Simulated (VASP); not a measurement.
# Mo (Fm-3m) in VASP: further runs

Mo is run at these levels: PBE; tasks: single point.

Everything below comes from runs of VASP 6.6.1. Logs are shortened: lines on timing, memory, paths and dates and some standing lists are left out, and cuts for length are marked.

## 1. The cell of the first run

It takes space group Fm-3m (No. 225, cubic). The conventional cell has a = 4.030 Å, b = 4.030 Å, c = 4.030 Å, α = 90.00°, β = 90.00°, γ = 90.00°. Mo (site symmetry m-3m) has 12 Mo at 2.85 Å within 3.8 Å.

This isn't the form of Mo at room conditions, which is bcc.

## 2. Single point, PBE

Input file INCAR:

```
ALGO = Normal ; EDIFF = 1E-6
ENCUT = 500 ; GGA = PE
GGA_COMPAT = False ; ISIF = 2
ISMEAR = -1 ; LASPH = True
LCHARG = False ; LREAL = False
LWAVE = False ; NBANDS = 13
NELM = 120 ; PREC = Accurate
SIGMA = 0.06122561905347299
```

Input file KPOINTS:

```
k-points
0
Gamma
  47 47 47
```

Input file POSCAR:

```
Mo
1.0
    0.0000000000      2.0151373496      2.0151373496
    2.0151373496      0.0000000000      2.0151373496
    2.0151373496      2.0151373496      0.0000000000
Mo
1
Direct
    0.0000000000      0.0000000000      0.0000000000
```

Potentials or basis: VASP PAW PBE potentials, release 64 (Mo_sv).

On the command line:

```sh
> cat potpaw_PBE.64/Mo_sv/POTCAR > POTCAR
> mpirun -np 1 vasp_std > vasp.out
```

OUTCAR:

```text
EDIFF = 1E-6
   ENCUT = 500
   GGA = PE
   ISIF = 2
   ISMEAR = -1
   LASPH = True
   LREAL = False
   NELM = 120
   PREC = Accurate

 ion  position               nearest neighbor table
   1  0.000  0.000  0.000-

  LATTYP: Found a face centered cubic cell.
 ALAT       =     4.0302746992

  Lattice vectors:

 A1 = (   0.0000000000,   2.0151373496,   2.0151373496)
 A2 = (   2.0151373496,   0.0000000000,   2.0151373496)
 A3 = (   2.0151373496,   2.0151373496,   0.0000000000)

Analysis of symmetry for initial positions (statically):
=====================================================================
 Subroutine PRICEL returns:
 Original cell was already a primitive cell.

 Routine SETGRP: Setting up the symmetry group for a
 face centered cubic supercell.

 Subroutine GETGRP returns: Found 48 space group operations
 (whereof 48 operations were pure point group operations)
 out of a pool of 48 trial point group operations.

The static configuration has the point symmetry O_h .

Analysis of symmetry for dynamics (positions and initial velocities):
=====================================================================
 Subroutine PRICEL returns:
 Original cell was already a primitive cell.

 Routine SETGRP: Setting up the symmetry group for a
 face centered cubic supercell.

 Subroutine GETGRP returns: Found 48 space group operations
 (whereof 48 operations were pure point group operations)
 out of a pool of 48 trial point group operations.

The dynamic configuration has the point symmetry O_h .

 Subroutine INISYM returns: Found 48 space group operations
 (whereof 48 operations are pure point group operations),
 and found     1 'primitive' translations

----------------------------------------------------------------------------------------

                                     Primitive cell

  volume of cell :      16.3661

  direct lattice vectors                    reciprocal lattice vectors
     0.000000000  2.015137350  2.015137350    -0.248122045  0.248122045  0.248122045
     2.015137350  0.000000000  2.015137350     0.248122045 -0.248122045  0.248122045
     2.015137350  2.015137350  0.000000000     0.248122045  0.248122045 -0.248122045

  length of vectors
     2.849834570  2.849834570  2.849834570     0.429759988  0.429759988  0.429759988

  position of ions in fractional coordinates (direct lattice)
     0.000000000  0.000000000  0.000000000

  ion indices of the primitive-cell ions
   primitive index   ion index
                 1           1

----------------------------------------------------------------------------------------

 KPOINTS: k-points

Automatic generation of k-mesh.
 Grid dimensions read from file:
 generate k-points for:   47   47   47

 Generating k-lattice:

  Cartesian coordinates                     Fractional coordinates (reciprocal lattice)
    -0.005279192  0.005279192  0.005279192     0.021276596  0.000000000  0.000000000
     0.005279192 -0.005279192  0.005279192     0.000000000  0.021276596  0.000000000
     0.005279192  0.005279192 -0.005279192     0.000000000  0.000000000  0.021276596

  Length of vectors
     0.009143830  0.009143830  0.009143830

  Shift w.r.t. Gamma in fractional coordinates (k-lattice)
     0.000000000  0.000000000  0.000000000

 Subroutine IBZKPT returns following result:
 ===========================================

 Found   2600 irreducible k-points:

 Following reciprocal coordinates:
            Coordinates               Weight
  0.000000  0.000000  0.000000      1.000000
  0.021277  0.000000  0.000000      8.000000
  0.042553  0.000000  0.000000      8.000000
  0.063830  0.000000  0.000000      8.000000
  0.085106  0.000000  0.000000      8.000000
  0.106383  0.000000  0.000000      8.000000
[... 16 lines left out ...]
  0.468085  0.000000  0.000000      8.000000
  0.489362  0.000000  0.000000      8.000000
 [... further k-points ...]
   k-points           NKPTS =   2600   k-points in BZ     NKDIM =   2600   number of bands    NBANDS=     13
   number of dos      NEDOS =    301   number of ions     NIONS =      1
   total plane-waves  NPLWV =  13824
   dimension x,y,z NGX =    24 NGY =   24 NGZ =   24
   dimension x,y,z NGXF=    48 NGYF=   48 NGZF=   48
   ions per type =               1
   NGX,Y,Z   is equivalent  to a cutoff of  14.00, 14.00, 14.00 a.u.
   NGXF,Y,Z  is equivalent  to a cutoff of  28.00, 28.00, 28.00 a.u.
 SYSTEM =  unknown system
   PREC   = accura    normal or accurate (medium, high low for compatibility)
   ISTART =      0    job   : 0-new  1-cont  2-samecut
   ICHARG =      2    charge: 1-file 2-atom 10-const
   ISPIN  =      1    spin polarized calculation?
   LNONCOLLINEAR =      F non collinear calculations
   LSORBIT =      F    spin-orbit coupling
   LASPH  =      T    aspherical Exc in radial PAW
   ENCUT  =  500.0 eV  36.75 Ry    6.06 a.u.   5.20  5.20  5.20*2*pi/ulx,y,z
   NELM   =    120;   NELMIN=  2; NELMDL= -5     # of ELM steps
   EDIFF  = 0.1E-05   stopping-criterion for ELM
   LREAL  =      F    real-space projection
   EDIFFG = 0.1E-04   stopping-criterion for IOM
   NSW    =      0    number of steps for IOM
   IBRION =     -1    ionic relax: 0-MD 1-quasi-New 2-CG
   NFREE  =      0    steps in history (QN), initial steepest desc. (CG)
   ISIF   =      2    stress and relaxation
   ISYM   =      2    0-nonsym 1-usesym 2-fastsym
   POTIM  = 0.5000    time-step for ionic-motion
   TEBEG  =    0.0;   TEEND  =   0.0 temperature during run
   PSTRESS=    0.0 pullay stress
   NELECT =      14.0000    total number of electrons
   NUPDOWN=      -1.0000    fix difference up-down
   EMIN   =  10.00;   EMAX   =-10.00  energy-range for DOS
   EFERMI =   0.00;   METHOD = LEGACY
   ISMEAR =    -1;   SIGMA  =   0.06  broadening in eV -4-tet -1-fermi 0-gaus
   EFERMI_NEDOS =   21; number of points for ismear=-14 and -15
   IALGO  =     38    algorithm
   IMIX   =      4    mixing-type and parameters
     AMIX     =   0.40;   BMIX     =  1.00
     AMIX_MAG =   1.60;   BMIX_MAG =  1.00
  volume/ion in A,a.u.               =      16.37       110.44
  Fermi-wavevector in a.u.,A,eV,Ry     =   1.554066  2.936759 32.859728  2.415122
  Thomas-Fermi vector in A             =   2.658206
   LORBIT       =      0    0 simple, 1 ext, 2 COOP (PROOUT), +10 PAW based schemes
   GGA     = PE    functional components
   LHFCALC =     F    Hartree Fock is set to
   AEXX    =    0.0000 exact exchange contribution
   IVDW    =     0    specifies the selected vdW correction
   LEPSILON=     F    determine dielectric tensor
   LRPA    =     F    only Hartree local field effects (RPA)
 non-spin polarized calculation
  energy-cutoff  :      500.00
  volume of cell :       16.37
 maximum number of plane-waves:       432
 NGX is ok and might be reduce to    24
   NGX = 11   NGY = 11   NGZ = 11

 number of electron      14.0000001 magnetization

 Free energy of the ion-electron system (eV)
  ---------------------------------------------------
  ext. energy  EPLUGINS =         0.00000000
  ---------------------------------------------------
  free energy    TOTEN  =       -10.51634228 eV

  energy without entropy =      -10.49999287  energy(sigma->0) =      -10.50816757

 E-fermi :  11.4605     XC(G=0): -13.1150

 val. band max:       11.4597626962   @ k =  -0.3830   0.1489   0.0213
 cond. band min:      11.4614791495   @ k =   0.1702   0.1277   0.0000
 fundamental gap:      0.0017164533
 Fermi energy:        11.4605215181

 k-point     1 :       0.0000    0.0000    0.0000
  band No.  band energies     occupation
      1     -49.2596      2.00000
      2     -22.6463      2.00000
      3     -22.6463      2.00000
      4     -22.6463      2.00000
      5       4.7940      2.00000
      6      10.7816      1.99997
      7      10.7816      1.99997
      8      10.7816      1.99997
      9      13.3754      0.00000
     10      13.3754      0.00000
     11      24.5493      0.00000
     12      29.7018      0.00000
     13      29.7018      0.00000

 k-point     2 :       0.0213    0.0000    0.0000
  band No.  band energies     occupation
      1     -49.2587      2.00000
      2     -22.6520      2.00000
      3     -22.6470      2.00000
      4     -22.6470      2.00000
      5       4.8123      2.00000
      6      10.7688      1.99998
      7      10.7900      1.99996
      8      10.7900      1.99996
      9      13.3685      0.00000
     10      13.3685      0.00000
     11      24.5846      0.00000
     12      29.6091      0.00000
     13      29.7343      0.00000

 k-point     3 :       0.0426    0.0000    0.0000
  band No.  band energies     occupation
      1     -49.2560      2.00000
      2     -22.6692      2.00000
      3     -22.6491      2.00000
      4     -22.6491      2.00000
      5       4.8668      2.00000
      6      10.7314      1.99999
      7      10.8149      1.99995
      8      10.8149      1.99995
      9      13.3484      0.00000
     10      13.3484      0.00000
     11      24.6893      0.00000
     12      29.3550      0.00000
     13      29.8313      0.00000

 k-point     4 :       0.0638    0.0000    0.0000
  band No.  band energies     occupation
      1     -49.2516      2.00000
      2     -22.6974      2.00000
      3     -22.6527      2.00000
      4     -22.6527      2.00000
      5       4.9565      2.00000
      6      10.6719      1.99999
      7      10.8548      1.99990
      8      10.8548      1.99990
      9      13.3173      0.00000
     10      13.3173      0.00000
     11      24.8594      0.00000
     12      28.9909      0.00000
     13      29.9916      0.00000

 k-point     5 :       0.0851    0.0000    0.0000
  band No.  band energies     occupation
      1     -49.2455      2.00000
      2     -22.7360      2.00000
      3     -22.6576      2.00000
      4     -22.6576      2.00000
      5       5.0796      2.00000
      6      10.5943      2.00000
      7      10.9074      1.99976
      8      10.9074      1.99976
      9      13.2789      0.00000
     10      13.2789      0.00000
     11      25.0879      0.00000
     12      28.5661      0.00000
     13      30.2129      0.00000

 k-point     6 :       0.1064    0.0000    0.0000
  band No.  band energies     occupation
      1     -49.2378      2.00000
      2     -22.7842      2.00000
      3     -22.6637      2.00000
      4     -22.6637      2.00000
      5       5.2335      2.00000
      6      10.5040      2.00000
      7      10.9692      1.99935
      8      10.9692      1.99935
      9      13.2385      0.00000
     10      13.2385      0.00000
     11      25.3638      0.00000
     12      28.1178      0.00000
     13      30.4925      0.00000

 k-point     7 :       0.1277    0.0000    0.0000
  band No.  band energies     occupation
      1     -49.2287      2.00000
      2     -22.8411      2.00000
      3     -22.6709      2.00000
      4     -22.6709      2.00000
      5       5.4146      2.00000
      6      10.4075      2.00000
      7      11.0351      1.99808
      8      11.0351      1.99808
      9      13.2027      0.00000
     10      13.2027      0.00000
     11      25.6679      0.00000
     12      27.6763      0.00000
     13      30.8270      0.00000
[... 193 lines left out ...]
 k-point    20 :       0.4043    0.0000    0.0000
  band No.  band energies     occupation
      1     -49.0720      2.00000
      2     -23.7602      2.00000
      3     -22.7919      2.00000
      4     -22.7919      2.00000
      5       7.0188      2.00000
      6      10.7244      1.99999
      7      10.7244      1.99999
      8      12.0829      0.00008
      9      14.9331      0.00000
     10      14.9331      0.00000
     11      22.8839      0.00000
     12      25.1571      0.00000
     13      31.3214      0.00000

 k-point    21 :       0.4255    0.0000    0.0000
  band No.  band energies     occupation
      1     -49.0649      2.00000
      2     -23.7996      2.00000
      3     -22.7973      2.00000
      4     -22.7973      2.00000
      5       7.0007      2.00000
      6      10.6789      1.99999
      7      10.6789      1.99999
      8      12.3902      0.00000
      9      15.0958      0.00000
     10      15.0958      0.00000
     11      22.6675      0.00000
     12      24.7930      0.00000
     13      30.9478      0.00000

 k-point    22 :       0.4468    0.0000    0.0000
  band No.  band energies     occupation
      1     -49.0594      2.00000
      2     -23.8297      2.00000
      3     -22.8014      2.00000
      4     -22.8014      2.00000
      5       6.9840      2.00000
      6      10.6438      2.00000
      7      10.6438      2.00000
      8      12.6475      0.00000
      9      15.2255      0.00000
     10      15.2255      0.00000
     11      22.4802      0.00000
     12      24.5148      0.00000
     13      30.6600      0.00000

 k-point    23 :       0.4681    0.0000    0.0000
  band No.  band energies     occupation
      1     -49.0557      2.00000
      2     -23.8500      2.00000
      3     -22.8041      2.00000
      4     -22.8041      2.00000
      5       6.9714      2.00000
      6      10.6199      2.00000
      7      10.6199      2.00000
      8      12.8339      0.00000
      9      15.3158      0.00000
     10      15.3158      0.00000
     11      22.3388      0.00000
     12      24.3295      0.00000
     13      30.4643      0.00000

 k-point    24 :       0.4894    0.0000    0.0000
  band No.  band energies     occupation
      1     -49.0538      2.00000
      2     -23.8602      2.00000
      3     -22.8055      2.00000
      4     -22.8055      2.00000
      5       6.9647      2.00000
      6      10.6078      2.00000
      7      10.6078      2.00000
      8      12.9322      0.00000
      9      15.3622      0.00000
     10      15.3622      0.00000
     11      22.2620      0.00000
     12      24.2376      0.00000
     13      30.3652      0.00000

 [... further k-points ...]
[... 5 lines left out ...]
  --------------------------------------------------------------------------------------
  -------------------------------------------------------------------------------------
  Total       -0.4372501     -0.4372501     -0.4372501     -0.0000000     -0.0000000      0.0000000
  in kB      -42.8052027    -42.8052027    -42.8052027     -0.0000000     -0.0000000      0.0000000
  external PRESSURE =     -42.8052027 kB  Pullay stress =       0.0000000 kB

 VOLUME and BASIS-vectors are now :
 -----------------------------------------------------------------------------
  energy-cutoff  :      500.00
  volume of cell :       16.37
      direct lattice vectors                 reciprocal lattice vectors
     0.000000000  2.015137350  2.015137350    -0.248122045  0.248122045  0.248122045
     2.015137350  0.000000000  2.015137350     0.248122045 -0.248122045  0.248122045
     2.015137350  2.015137350  0.000000000     0.248122045  0.248122045 -0.248122045

 POSITION                                       TOTAL-FORCE (eV/Angst)
 -----------------------------------------------------------------------------------
      0.00000      0.00000      0.00000        -0.000000     -0.000000      0.000000
 -----------------------------------------------------------------------------------
    total drift:                                0.000000     -0.000000     -0.000000

  FREE ENERGIE OF THE ION-ELECTRON SYSTEM (eV)
  ---------------------------------------------------
  free  energy   TOTEN  =       -10.5163422831 eV

  energy  without entropy=      -10.4999928666  energy(sigma->0) =      -10.50816757
```

It took 11 min on 1 thread of Oxide Virtual Turin-like, shared host; peak memory 0.54 GiB.

Results:

| Property | Result |
| --- | --- |
| Free energy | -10.5163 eV |
| Pressure | -4.3 GPa |
| Band gap on the k mesh | zero (bands 7 and 8 overlap by 4.54 eV) |

Caveat: the cell stands under tension.

## 3. Single point, PBE

This run uses another cell than the first one, of 16.69 Å³/atom.

Input file INCAR:

```
PREC     = Accurate       # precision mode
ENCUT    = 500            # plane-wave cutoff, eV
EDIFF    = 1E-6           # SCF threshold, eV
ISMEAR   = -1             # smearing method
SIGMA    = 0.06122561905347299 # smearing width, eV
LREAL    = False          # projectors in reciprocal space
LASPH    = True           # aspherical terms in the spheres
NELM     = 120            # most SCF steps
ALGO     = Normal         # electronic algorithm
ISIF     = 2              # what is computed and relaxed
LWAVE    = False          # write WAVECAR
LCHARG   = True           # write CHGCAR
GGA      = PE             # functional
LELF     = True           # ELF
LVHAR    = True         
NBANDS   = 13             # bands
GGA_COMPAT= False
```

Input file KPOINTS:

```
regular mesh
0
Gamma
  47 47 47
```

Input file POSCAR:

```
Mo
1.0
    0.0000000000      2.0282230237      2.0282230237
    2.0282230237      0.0000000000      2.0282230237
    2.0282230237      2.0282230237      0.0000000000
Mo
1
Direct
    0.0000000000      0.0000000000      0.0000000000
```

Potentials or basis: VASP PAW PBE potentials, release 64 (Mo_sv).

On the command line:

```sh
> cat potpaw_PBE.64/Mo_sv/POTCAR > POTCAR
> mpirun -np 1 vasp_std > vasp.out
```

It took 12 min on 1 thread of Oxide Virtual Turin-like, shared host; peak memory 0.54 GiB.

It converged, with:

```
Free energy            : -10.5037 eV
Pressure               : -8.4 GPa
Band gap on the k mesh : zero (bands 7 and 8 overlap by 4.41 eV)
```

Levels at points of the mesh, in eV from the Fermi level:
| k point | band 5 | band 6 | band 7 | band 8 | band 9 | band 10 |
| --- | --- | --- | --- | --- | --- | --- |
| (0.00, 0.00, 0.00) | -6.61 | -0.65 | -0.65 | -0.65 | 1.87 | 1.87 |

Caveat: the cell stands under tension.
